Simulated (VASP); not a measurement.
# H (I4/mmm) in VASP: notebook, part 2 of 2

VASP 6.6.1. Earlier steps stand in the parts before.

### Step 5. Single point, PBEsol

This run uses another cell than the first one, of 13.63 Å³/atom.

INCAR reads:

```
SYSTEM = H
PREC = Accurate
ENCUT = 500
EDIFF = 1E-6
ISMEAR = 0
SIGMA = 0.01
LREAL = .FALSE.
LASPH = .TRUE.
NELM = 120
ALGO = Normal
ISIF = 2
LWAVE = .FALSE.
LCHARG = .FALSE.
GGA = PS
NBANDS = 8
GGA_COMPAT = .FALSE.
```

KPOINTS reads:

```
regular mesh
0
G
  10 10 10
  0 0 0
```

POSCAR reads:

```
H
1.0
   -1.7627324094      1.7627324094      2.1938127132
    1.7627324094     -1.7627324094      2.1938127132
    1.7627324094      1.7627324094     -2.1938127132
H
2
Direct
    0.9134755403      0.9134755403      0.0000000000
    0.0865244597      0.0865244597      0.0000000000
```

Potentials or basis: VASP PAW PBE potentials, release 64 (H).

Launch:

```
$ cat potpaw_PBE.64/H/POTCAR > POTCAR
$ mpirun -np 1 vasp_std > vasp.out
```

OUTCAR:

```text
SYSTEM = H
   PREC = Accurate
   ENCUT = 500
   EDIFF = 1E-6
   ISMEAR = 0
   LREAL = .FALSE.
   LASPH = .TRUE.
   NELM = 120
   ISIF = 2
   GGA = PS

 ion  position               nearest neighbor table
   1  0.913  0.913  0.000-   2 0.76
   2  0.087  0.087  0.000-   1 0.76

  LATTYP: Found a body centered tetragonal cell.
 ALAT       =     3.5254648188
 C/A-ratio  =     1.2445523220

  Lattice vectors:

 A1 = (  -1.7627324094,   1.7627324094,   2.1938127132)
 A2 = (   1.7627324094,  -1.7627324094,   2.1938127132)
 A3 = (   1.7627324094,   1.7627324094,  -2.1938127132)

Analysis of symmetry for initial positions (statically):
=====================================================================
 Subroutine PRICEL returns:
 Original cell was already a primitive cell.

 Routine SETGRP: Setting up the symmetry group for a
 body centered tetragonal supercell.

 Subroutine GETGRP returns: Found 16 space group operations
 (whereof 16 operations were pure point group operations)
 out of a pool of 16 trial point group operations.

The static configuration has the point symmetry D_4h.

Analysis of symmetry for dynamics (positions and initial velocities):
=====================================================================
 Subroutine PRICEL returns:
 Original cell was already a primitive cell.

 Routine SETGRP: Setting up the symmetry group for a
 body centered tetragonal supercell.

 Subroutine GETGRP returns: Found 16 space group operations
 (whereof 16 operations were pure point group operations)
 out of a pool of 16 trial point group operations.

The dynamic configuration has the point symmetry D_4h.

 Subroutine INISYM returns: Found 16 space group operations
 (whereof 16 operations are pure point group operations),
 and found     1 'primitive' translations

[... 116 lines left out ...]
  Fermi-wavevector in a.u.,A,eV,Ry     =   0.685289  1.295009  6.389590  0.469622
  Thomas-Fermi vector in A             =   1.765188
   LORBIT       =      0    0 simple, 1 ext, 2 COOP (PROOUT), +10 PAW based schemes
   GGA     = PS    functional components
   LHFCALC =     F    Hartree Fock is set to
   AEXX    =    0.0000 exact exchange contribution
   IVDW    =     0    specifies the selected vdW correction
   LEPSILON=     F    determine dielectric tensor
   LRPA    =     F    only Hartree local field effects (RPA)
 non-spin polarized calculation
 Gauss-broadening in eV      SIGMA  =   0.01
  energy-cutoff  :      500.00
  volume of cell :       27.27
 maximum number of plane-waves:       720
   NGX = 13   NGY = 13   NGZ = 13

 number of electron       2.0000001 magnetization

 Free energy of the ion-electron system (eV)
  ---------------------------------------------------
  ext. energy  EPLUGINS =         0.00000000
  ---------------------------------------------------
  free energy    TOTEN  =        -6.52692071 eV

  energy without entropy =       -6.52692071  energy(sigma->0) =       -6.52692071

 E-fermi :  -8.2417     XC(G=0):  -4.9908

 val. band max:       -8.2949852302   @ k =   0.5000   0.5000   0.5000
 cond. band min:       0.5896540710   @ k =   0.5000   0.0000   0.0000
 fundamental gap:      8.8846393012
 Fermi energy:        -8.2417286141

 k-point     1 :       0.0000    0.0000    0.0000
  band No.  band energies     occupation
      1     -10.1913      2.00000
      2       4.4288      0.00000
      3       7.7915      0.00000
      4      13.6915      0.00000
      5      13.6915      0.00000
      6      15.7193      0.00000
      7      15.7193      0.00000
      8      17.0395      0.00000
[... 243 lines left out ...]
 k-point    24 :       0.4000    0.3000    0.0000
  band No.  band energies     occupation
      1      -8.7014      2.00000
      2       1.9718      0.00000
      3       3.8115      0.00000
      4       8.2423      0.00000
      5       9.7063      0.00000
      6      16.3122      0.00000
      7      17.5636      0.00000
      8      19.4684      0.00000

 [... further k-points ...]

------------------------ aborting loop because EDIFF is reached ----------------------------------------

  FORCE on cell =-STRESS in cart. coord.  units (eV):
  Direction    XX          YY          ZZ          XY          YZ          ZX
  --------------------------------------------------------------------------------------
  -------------------------------------------------------------------------------------
  Total       -0.0309781     -0.0309781     -0.0317679      0.0000000      0.0000000      0.0000000
  in kB       -1.8202576     -1.8202576     -1.8666677      0.0000000      0.0000000      0.0000000
  external PRESSURE =      -1.8357276 kB  Pullay stress =       0.0000000 kB

 VOLUME and BASIS-vectors are now :
 -----------------------------------------------------------------------------
  energy-cutoff  :      500.00
  volume of cell :       27.27
      direct lattice vectors                 reciprocal lattice vectors
    -1.762732409  1.762732409  2.193812713     0.000000000  0.283650540  0.227913713
     1.762732409 -1.762732409  2.193812713     0.283650540  0.000000000  0.227913713
     1.762732409  1.762732409 -2.193812713     0.283650540  0.283650540  0.000000000

 POSITION                                       TOTAL-FORCE (eV/Angst)
 -----------------------------------------------------------------------------------
      0.00000      0.00000      4.00799        -0.000000     -0.000000     -0.006588
      0.00000      0.00000      0.37964         0.000000      0.000000      0.006588
 -----------------------------------------------------------------------------------
    total drift:                                0.000000      0.000000     -0.000000

  FREE ENERGIE OF THE ION-ELECTRON SYSTEM (eV)
  ---------------------------------------------------
  free  energy   TOTEN  =        -6.5269207134 eV

  energy  without entropy=       -6.5269207134  energy(sigma->0) =       -6.52692071
```

OSZICAR:

```text
N       E                     dE             d eps       ncg     rms          rms(c)
DAV:   1    -0.673336790708E+01   -0.67334E+01   -0.45230E+02  1632   0.152E+02
DAV:   2    -0.704227825896E+01   -0.30891E+00   -0.30891E+00  2216   0.966E+00
DAV:   3    -0.704268993538E+01   -0.41168E-03   -0.41168E-03  1816   0.340E-01
DAV:   4    -0.704269047748E+01   -0.54210E-06   -0.54210E-06  2600   0.132E-02
DAV:   5    -0.704269047768E+01   -0.20360E-09   -0.20360E-09  1824   0.158E-04    0.418E+00
DAV:   6    -0.668240568936E+01    0.36028E+00   -0.20260E-01  1680   0.134E+00    0.227E+00
DAV:   7    -0.652207489051E+01    0.16033E+00   -0.38232E-01  1784   0.196E+00    0.251E-01
DAV:   8    -0.652721346168E+01   -0.51386E-02   -0.63578E-03  1816   0.272E-01    0.114E-01
DAV:   9    -0.652690463720E+01    0.30882E-03   -0.95441E-04  2064   0.115E-01    0.128E-02
DAV:  10    -0.652691669696E+01   -0.12060E-04   -0.13799E-05  1928   0.207E-02    0.303E-03
DAV:  11    -0.652692071745E+01   -0.40205E-05   -0.43238E-06  1872   0.102E-02    0.394E-04
DAV:  12    -0.652692071342E+01    0.40308E-08   -0.74112E-08  2208   0.156E-03
   1 F= -.65269207E+01 E0= -.65269207E+01  d E =-.271440E-17
```

It took 7.5 s on 1 thread of Intel Xeon Platinum 8375C at 2.90GHz (Ice Lake), shared host; peak memory 0.13 GiB.

Results:

- Free energy: -6.5269 eV
- Pressure: -0.2 GPa
- Largest force: 0.007 eV/Å
- Band gap on the k mesh: 8.88 eV (least direct gap 9.52 eV)

Forces on the atoms (eV/Å):
```
H    0.000  0.000 -0.007
H    0.000  0.000  0.007
```

Levels at points of the mesh, in eV from the valence-band top:
| k point | band 1 | band 2 | band 3 | band 4 |
| --- | --- | --- | --- | --- |
| (0.00, 0.00, 0.00) | -1.90 | 12.72 | 16.09 | 21.99 |
| (0.50, 0.00, 0.00) | -0.64 | 8.88 | 16.04 | 17.62 |
| (0.50, 0.50, 0.00) | -0.44 | 10.56 | 13.36 | 15.44 |
| (0.50, 0.50, 0.50) | 0.00 | 9.77 | 14.92 | 15.57 |

Caveat: this functional lacks dispersion, which holds the molecules together, so the pressure and a relaxed volume are unreliable; the PAW data sets were made with another functional, which shifts forces and pressure a little.

### Step 6. Single point, PBEsol (z stretched by -0.5 %, x and y held)

INCAR reads:

```
ALGO     = Normal         # electronic algorithm
EDIFF    = 1E-6           # SCF threshold, eV
ENCUT    = 500            # plane-wave cutoff, eV
GGA      = PS             # functional
GGA_COMPAT= F            
ISIF     = 2              # what is computed and relaxed
ISMEAR   = 0              # smearing method
LASPH    = T              # aspherical terms in the spheres
LCHARG   = T              # write CHGCAR
LELF     = T              # ELF
LREAL    = F              # projectors in reciprocal space
LVHAR    = T            
LWAVE    = F              # write WAVECAR
NBANDS   = 8              # bands
NELM     = 120            # most SCF steps
PREC     = Accurate       # precision mode
SIGMA    = 0.01           # smearing width, eV
```

KPOINTS reads:

```
k-points
0
Gamma
  10 10 10
```

POSCAR reads:

```
H
1.0
   -1.7539625964      1.7539625964      2.1719837309
    1.7539625964     -1.7539625964      2.1719837309
    1.7539625964      1.7539625964     -2.1719837309
H
2
Direct
    0.9126033548      0.9126033548      0.0000000000
    0.0873966452      0.0873966452      0.0000000000
```

Potentials or basis: VASP PAW PBE potentials, release 64 (H).

Launch:

```
$ cat potpaw_PBE.64/H/POTCAR > POTCAR
$ mpirun -np 1 vasp_std > vasp.out
```

Wall time 8.6 s (1 thread of Intel Xeon Platinum 8375C at 2.90GHz (Ice Lake), shared host); peak memory 0.13 GiB.

It converged, with:

```yaml
Free_energy: -6.5268 eV
Pressure: -0.2 GPa
Largest_force: 0.007 eV/Å
Band_gap_on_the_k_mesh: 8.84 eV (least direct gap 9.50 eV)
```

Forces in eV/Å, atoms in the order of the input:
```
H    0.000  0.000 -0.007
H    0.000  0.000  0.007
```

Levels at points of the mesh, in eV from the valence-band top:
| k point | band 1 | band 2 | band 3 | band 4 | band 5 |
| --- | --- | --- | --- | --- | --- |
| (0.00, 0.00, 0.00) | -1.97 | 12.81 | 16.17 | 22.15 | 22.15 |
| (0.50, 0.00, 0.00) | -0.66 | 8.84 | 16.12 | 17.73 | 19.36 |
| (0.50, 0.50, 0.00) | -0.47 | 10.53 | 13.41 | 15.50 | 17.96 |
| (0.50, 0.50, 0.50) | 0.00 | 9.78 | 14.96 | 15.59 | 15.59 |

Caveat: the cell differs from its parent crystal (z stretched by -0.5 %, x and y held); this functional lacks dispersion, which holds the molecules together, so the pressure and a relaxed volume are unreliable; the PAW data sets were made with another functional, which shifts forces and pressure a little. A k mesh can miss the band edges.

### Step 7. Summary

```tsv
cell	gap on the mesh (eV)	pressure (GPa)	largest force (eV/Å)
a = 3.288 Å, angles 115.9, 115.9, 97.3°, 2 atoms, atomic positions A	8.83	-0.2	0.01
a = 3.304 Å, angles 115.9, 115.9, 97.3°, 2 atoms, atomic positions B	8.86	-0.2	0.01
a = 3.321 Å, angles 115.9, 115.9, 97.3°, 2 atoms, atomic positions C	8.88	-0.2	0.01
a = 3.297 Å, angles 115.7, 115.7, 97.6°, 2 atoms, atomic positions A	8.84	-0.2	0.01
```

Alike in all rows: task single point; level PBEsol; potentials or basis VASP PAW PBE potentials, release 64 (H); no spin polarisation; k mesh 10 × 10 × 10; cutoff (eV) 500; smearing gaussian 0.01 eV.

Caveats: this functional lacks dispersion, which holds the molecules together, so the pressure and a relaxed volume are unreliable; the PAW data sets were made with another functional, which shifts forces and pressure a little.

Absolute energies hang on the potentials; compare differences alone.
